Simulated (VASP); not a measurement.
# GaO3 (Im-3m) in VASP: notebook, part 3 of 3

VASP 6.6.1. The steps go on from the part before.

## Step 5: Single point, PBE

This run uses another cell than the first one, of 9.01 Å³/atom, 1.007 times its volume.

Contents of INCAR:

```
SYSTEM = GaO3
ALGO     = Normal         ! electronic algorithm
EDIFF    = 1E-6           ! SCF threshold, eV
ENCUT    = 520            ! plane-wave cutoff, eV
GGA      = PE             ! functional
ISIF     = 2              ! what is computed and relaxed
ISMEAR   = 0              ! smearing method
LASPH    = .TRUE.         ! aspherical terms in the spheres
LCHARG   = .FALSE.        ! write CHGCAR
LREAL    = .FALSE.        ! projectors in reciprocal space
LWAVE    = .FALSE.        ! write WAVECAR
NBANDS   = 24             ! bands
NELM     = 100            ! most SCF steps
PREC     = Accurate       ! precision mode
SIGMA    = 0.1            ! smearing width, eV
```

Contents of KPOINTS:

```
k-points
0
G
  16 16 16
  0 0 0
```

Contents of POSCAR:

```
GaO3
1.0
   -2.0806082193      2.0806082193      2.0806082193
    2.0806082193     -2.0806082193      2.0806082193
    2.0806082193      2.0806082193     -2.0806082193
Ga O
1 3
Direct
    0.0000000000      0.0000000000      0.0000000000
    0.0000000000      0.5000000000      0.5000000000
    0.5000000000      0.0000000000      0.5000000000
    0.5000000000      0.5000000000      0.0000000000
```

Potentials or basis: VASP PAW PBE potentials, release 64 (Ga_d, O).

Started as:

```sh
> cat potpaw_PBE.64/Ga_d/POTCAR potpaw_PBE.64/O/POTCAR > POTCAR
> mpirun -np 1 vasp_std > vasp.out
```

OUTCAR:

```text
SYSTEM = GaO3
   EDIFF = 1E-6
   ENCUT = 520
   GGA = PE
   ISIF = 2
   ISMEAR = 0
   LASPH = .TRUE.
   LREAL = .FALSE.
   NELM = 100
   PREC = Accurate

 ion  position               nearest neighbor table
   1  0.000  0.000  0.000-   2 2.08   3 2.08   4 2.08   2 2.08   3 2.08   4 2.08
   2  0.000  0.500  0.500-   1 2.08   1 2.08
   3  0.500  0.000  0.500-   1 2.08   1 2.08
   4  0.500  0.500  0.000-   1 2.08   1 2.08

  LATTYP: Found a body centered cubic cell.
 ALAT       =     4.1612164386

  Lattice vectors:

 A1 = (  -2.0806082193,   2.0806082193,   2.0806082193)
 A2 = (   2.0806082193,  -2.0806082193,   2.0806082193)
 A3 = (   2.0806082193,   2.0806082193,  -2.0806082193)

Analysis of symmetry for initial positions (statically):
=====================================================================
 Subroutine PRICEL returns:
 Original cell was already a primitive cell.

 Routine SETGRP: Setting up the symmetry group for a
 body centered cubic supercell.

 Subroutine GETGRP returns: Found 48 space group operations
 (whereof 48 operations were pure point group operations)
 out of a pool of 48 trial point group operations.
[... 161 lines left out ...]
  ext. energy  EPLUGINS =         0.00000000
  ---------------------------------------------------
  free energy    TOTEN  =       -18.16027473 eV

  energy without entropy =      -18.14700464  energy(sigma->0) =      -18.15363968

 E-fermi :   5.6234     XC(G=0): -12.2440

 val. band max:        5.6095077879   @ k =  -0.1250   0.1250   0.0625
 cond. band min:       5.6238487060   @ k =  -0.3125  -0.4375   0.0625
 fundamental gap:      0.0143409181
 Fermi energy:         5.6233635962

 k-point     1 :       0.0000    0.0000    0.0000
  band No.  band energies     occupation
      1     -15.9063      2.00000
      2     -11.6115      2.00000
      3     -11.6115      2.00000
      4      -9.2733      2.00000
      5      -9.2733      2.00000
      6      -9.2733      2.00000
[... 637 lines left out ...]
     23      22.1558      0.00000
     24      22.6532      0.00000

 [... further k-points ...]
[... 5 lines left out ...]
  --------------------------------------------------------------------------------------
  -------------------------------------------------------------------------------------
  Total        0.0960725      0.0960725      0.0960725      0.0000000      0.0000000     -0.0000000
  in kB        4.2724675      4.2724675      4.2724675      0.0000000      0.0000000     -0.0000000
  external PRESSURE =       4.2724675 kB  Pullay stress =       0.0000000 kB

 VOLUME and BASIS-vectors are now :
 -----------------------------------------------------------------------------
  energy-cutoff  :      520.00
  volume of cell :       36.03
      direct lattice vectors                 reciprocal lattice vectors
    -2.080608219  2.080608219  2.080608219     0.000000000  0.240314344  0.240314344
     2.080608219 -2.080608219  2.080608219     0.240314344  0.000000000  0.240314344
     2.080608219  2.080608219 -2.080608219     0.240314344  0.240314344  0.000000000

 POSITION                                       TOTAL-FORCE (eV/Angst)
 -----------------------------------------------------------------------------------
      0.00000      0.00000      0.00000         0.000000      0.000000     -0.000000
      2.08061      0.00000      0.00000        -0.000000     -0.000000     -0.000000
      0.00000      2.08061      0.00000        -0.000000      0.000000      0.000000
      0.00000      0.00000      2.08061         0.000000      0.000000      0.000000
 -----------------------------------------------------------------------------------
    total drift:                                0.000000      0.000000     -0.000000

  FREE ENERGIE OF THE ION-ELECTRON SYSTEM (eV)
  ---------------------------------------------------
  free  energy   TOTEN  =       -18.1602747278 eV

  energy  without entropy=      -18.1470046377  energy(sigma->0) =      -18.15363968
```

OSZICAR:

```text
N       E                     dE             d eps       ncg     rms          rms(c)
DAV:   1     0.237908692466E+03    0.23791E+03   -0.15685E+04  8104   0.211E+03
DAV:   2     0.332655894517E+01   -0.23458E+03   -0.21310E+03  7928   0.469E+02
DAV:   3    -0.191725150146E+02   -0.22499E+02   -0.21913E+02  7976   0.114E+02
DAV:   4    -0.196052965143E+02   -0.43278E+00   -0.43254E+00  7816   0.171E+01
DAV:   5    -0.196119366593E+02   -0.66401E-02   -0.66400E-02  8136   0.205E+00    0.650E+00
DAV:   6    -0.182208325706E+02    0.13911E+01   -0.19841E+00 10200   0.261E+01    0.199E+00
DAV:   7    -0.181739338726E+02    0.46899E-01   -0.24202E-01  8960   0.418E+00    0.126E+00
DAV:   8    -0.181632486256E+02    0.10685E-01   -0.77129E-02  7128   0.278E+00    0.384E-01
DAV:   9    -0.181602456255E+02    0.30030E-02   -0.13333E-02  9952   0.207E+00    0.116E-01
DAV:  10    -0.181602247710E+02    0.20854E-04   -0.86395E-04  8856   0.432E-01    0.438E-02
DAV:  11    -0.181602763312E+02   -0.51560E-04   -0.16480E-04  7200   0.110E-01    0.985E-03
DAV:  12    -0.181602749794E+02    0.13518E-05   -0.75491E-06  8512   0.211E-02    0.151E-03
DAV:  13    -0.181602747278E+02    0.25165E-06   -0.20429E-07  3936   0.557E-03
   1 F= -.18160275E+02 E0= -.18153640E+02  d E =-.132701E-01
```

stdout:

```text
POSCAR found type information on POSCAR GaO
 POSCAR found :  2 types and       4 ions
 scaLAPACK will be used
 LDA part: xc-table for (Slater+PW92), standard interpolation
 POSCAR, INCAR and KPOINTS ok, starting setup
 FFT: planning ... GRIDC
 FFT: planning ... GRID_SOFT
 FFT: planning ... GRID
 WAVECAR not read
 entering main loop
```

Run time: 4.4 min. Hardware: 1 thread of AMD EPYC, shared host; peak memory 0.2 GiB.

Results:

```
Free energy : -18.1603 eV
Pressure    : 0.4 GPa
```

Levels at points of the mesh, in eV from the Fermi level:
```
           k point  band 12  band 13  band 14  band 15  band 16  band 17  band 18  band 19
(0.00, 0.00, 0.00)    -4.79    -4.79    -4.79    -0.78     1.07     1.07     1.07     9.90
(0.50, 0.00, 0.00)    -3.29    -2.90    -2.54    -2.47    -1.75     1.21     4.84     6.82
(0.50, 0.50, 0.50)    -3.29    -3.29    -3.29     0.02     1.26     1.26     1.26    10.88
```

Caveat: an odd number of electrons without spin polarisation forces a metal; a magnetic or distorted state may lie lower.

## Step 6: Relaxation of cell and atoms, PBE

Contents of INCAR:

```
SYSTEM = GaO3
PREC = Accurate
ENCUT = 600
EDIFF = 1E-6
ISMEAR = 0
SIGMA = 0.1
LREAL = .False.
LASPH = .True.
NELM = 100
ALGO = Normal
ISIF = 3
LWAVE = .False.
LCHARG = .False.
GGA = PE
IBRION = 2
NSW = 100
EDIFFG = -0.01
```

Contents of KPOINTS:

```
Automatic mesh
0
Gamma
  16 16 16
  0 0 0
```

Contents of POSCAR:

```
GaO3
1.0
   -2.0756032194      2.0756032194      2.0756032194
    2.0756032194     -2.0756032194      2.0756032194
    2.0756032194      2.0756032194     -2.0756032194
Ga O
1 3
Direct
    0.0000000000      0.0000000000      0.0000000000
    0.0000000000      0.5000000000      0.5000000000
    0.5000000000      0.0000000000      0.5000000000
    0.5000000000      0.5000000000      0.0000000000
```

Potentials or basis: VASP PAW PBE potentials, release 64 (Ga_d, O).

Started as:

```sh
> cat potpaw_PBE.64/Ga_d/POTCAR potpaw_PBE.64/O/POTCAR > POTCAR
> mpirun -np 1 vasp_std > vasp.out
```

OUTCAR:

```text
SYSTEM = GaO3
   PREC = Accurate
   ENCUT = 600
   EDIFF = 1E-6
   ISMEAR = 0
   LREAL = .False.
   LASPH = .True.
   NELM = 100
   ISIF = 3
   GGA = PE
   IBRION = 2
   NSW = 100
   EDIFFG = -0.01

 ion  position               nearest neighbor table
   1  0.000  0.000  0.000-   2 2.08   3 2.08   4 2.08   2 2.08   3 2.08   4 2.08
   2  0.000  0.500  0.500-   1 2.08   1 2.08
   3  0.500  0.000  0.500-   1 2.08   1 2.08
   4  0.500  0.500  0.000-   1 2.08   1 2.08

  LATTYP: Found a body centered cubic cell.
 ALAT       =     4.1512064388

  Lattice vectors:

 A1 = (  -2.0756032194,   2.0756032194,   2.0756032194)
 A2 = (   2.0756032194,  -2.0756032194,   2.0756032194)
 A3 = (   2.0756032194,   2.0756032194,  -2.0756032194)

Analysis of symmetry for initial positions (statically):
=====================================================================
 Subroutine PRICEL returns:
 Original cell was already a primitive cell.

 Routine SETGRP: Setting up the symmetry group for a
 body centered cubic supercell.

 Subroutine GETGRP returns: Found 48 space group operations
 (whereof 48 operations were pure point group operations)
[... 171 lines left out ...]

------------------------ aborting loop because EDIFF is reached ----------------------------------------

  FORCE on cell =-STRESS in cart. coord.  units (eV):
  Direction    XX          YY          ZZ          XY          YZ          ZX
  --------------------------------------------------------------------------------------
  -------------------------------------------------------------------------------------
  Total        0.3418477      0.3418477      0.3418477      0.0000000      0.0000000      0.0000000
  in kB       15.3126448     15.3126448     15.3126448      0.0000000      0.0000000      0.0000000
  external PRESSURE =      15.3126448 kB  Pullay stress =       0.0000000 kB
[... 63 lines left out ...]
--------------------------------------- Ionic step        3  -------------------------------------------

 number of electron      30.9999989 magnetization

 Free energy of the ion-electron system (eV)
  ---------------------------------------------------
  ext. energy  EPLUGINS =         0.00000000
  ---------------------------------------------------
  free energy    TOTEN  =       -18.16380188 eV

  energy without entropy =      -18.15051244  energy(sigma->0) =      -18.15715716

 E-fermi :   5.5995     XC(G=0): -12.2349

 val. band max:        5.5848945258   @ k =   0.1875   0.1250   0.1250
 cond. band min:       5.5999147608   @ k =  -0.3125  -0.4375   0.0625
 fundamental gap:      0.0150202351
 Fermi energy:         5.5994937731

 k-point     1 :       0.0000    0.0000    0.0000
  band No.  band energies     occupation
      1     -15.9117      2.00000
      2     -11.6295      2.00000
      3     -11.6295      2.00000
      4      -9.2945      2.00000
      5      -9.2945      2.00000
      6      -9.2945      2.00000
[... 505 lines left out ...]
      6      -9.2743      2.00000
[... 11 lines left out ...]
     18       9.1463      0.00000
     19      13.5598      0.00000

 [... further k-points ...]
[... 5 lines left out ...]
  --------------------------------------------------------------------------------------
  -------------------------------------------------------------------------------------
  Total        0.0000101      0.0000101      0.0000101      0.0000000     -0.0000000     -0.0000000
  in kB        0.0004497      0.0004497      0.0004497      0.0000000     -0.0000000     -0.0000000
  external PRESSURE =       0.0004497 kB  Pullay stress =       0.0000000 kB
[... 19 lines left out ...]
  FREE ENERGIE OF THE ION-ELECTRON SYSTEM (eV)
  ---------------------------------------------------
  free  energy   TOTEN  =       -18.1638018761 eV

  energy  without entropy=      -18.1505124372  energy(sigma->0) =      -18.15715716

 reached required accuracy - stopping structural energy minimisation
```

OSZICAR:

```text
N       E                     dE             d eps       ncg     rms          rms(c)
DAV:   1     0.297256126483E+03    0.29726E+03   -0.18098E+04  6219   0.291E+03
DAV:   2     0.109088904847E+02   -0.28635E+03   -0.27369E+03  6444   0.559E+02
DAV:   3    -0.184959984730E+02   -0.29405E+02   -0.27411E+02  6269   0.151E+02
DAV:   4    -0.195818097267E+02   -0.10858E+01   -0.10559E+01  6503   0.286E+01
[... 22 lines left out ...]
DAV:   2    -0.181642962890E+02    0.22260E-02   -0.53053E-03  6928   0.997E-01    0.139E-01
DAV:   3    -0.181638726187E+02    0.42367E-03   -0.82852E-04  7324   0.644E-01    0.414E-02
DAV:   4    -0.181638047611E+02    0.67858E-04   -0.74472E-05  8335   0.169E-01    0.834E-03
DAV:   5    -0.181638019253E+02    0.28359E-05   -0.15187E-05  7235   0.558E-02    0.323E-03
DAV:   6    -0.181638018761E+02    0.49199E-07   -0.46803E-07  3130   0.778E-03
   3 F= -.18163802E+02 E0= -.18157157E+02  d E =-.151889E-02
```

Run time: 7.8 min. Hardware: 1 thread of AMD EPYC, shared host; peak memory 0.23 GiB.

Results:

| Property | Result |
| --- | --- |
| Free energy | -18.1638 eV |
| Relaxed volume | 9.02 Å³/atom |
| Relaxed cell | a = 3.606 Å, b = 3.606 Å, c = 3.606 Å, α = 109.47°, β = 109.47°, γ = 109.47° |
| Space group after relaxing (to 0.05 Å) | Im-3m (No. 229) |
| Energy gained by relaxing | 0.4 meV/atom |
| Ionic steps | 3 |
| Pressure after relaxing | 0.0 GPa |

Step by step:
```csv
step,energy change (eV),largest force (eV/Å),pressure (GPa),volume (Å³)
1,0.0000,0.0000,1.53,35.77
2,-0.0013,0.0000,-0.63,36.21
3,-0.0015,0.0000,0.00,36.08
```

Final structure:
```
CELL_PARAMETERS angstrom
-2.08169 2.08169 2.08169
2.08169 -2.08169 2.08169
2.08169 2.08169 -2.08169
ATOMIC_POSITIONS crystal
Ga 0.00000 0.00000 0.00000
O 0.00000 0.50000 0.50000
O 0.50000 0.00000 0.50000
O 0.50000 0.50000 0.00000
```

Caveat: an odd number of electrons without spin polarisation forces a metal; a magnetic or distorted state may lie lower.

## Step 7: The runs side by side

```tsv
task	spin	cell	k mesh	cutoff (eV)	gap on the mesh (eV)	pressure (GPa)	moment (μB)	relaxed volume (Å³/atom)
single point	collinear, ferromagnetic start	a = 3.595 Å, angles 109.5°, 4 atoms	6 × 6 × 6	520	none	0.4	0.00	-
relaxation of cell and atoms	off	relaxed from a = 4.080 Å, angles 109.5°, 4 atoms	6 × 6 × 6	600	none	-0.2	-	8.97
single point	collinear, ferromagnetic start	a = 4.080 Å, angles 109.5°, 4 atoms	6 × 6 × 6	520	none	-24.6	1.76	-
single point	off	a = 3.604 Å, angles 109.5°, 4 atoms	16 × 16 × 16	520	none	0.4	-	-
relaxation of cell and atoms	off	relaxed from a = 3.595 Å, angles 109.5°, 4 atoms	16 × 16 × 16	600	none	0.0	-	9.02
```

Alike in all rows: level PBE; potentials or basis VASP PAW PBE potentials, release 64 (Ga_d, O); smearing gaussian 0.1 eV.

Caveats: an odd number of electrons without spin polarisation forces a metal (some runs); a magnetic or distorted state may lie lower (some runs); the volume moved by over 15 % at a fixed basis, so the end points are rough (some runs).

Total energies depend on the potentials used, so only differences within one code and one set of settings carry meaning.
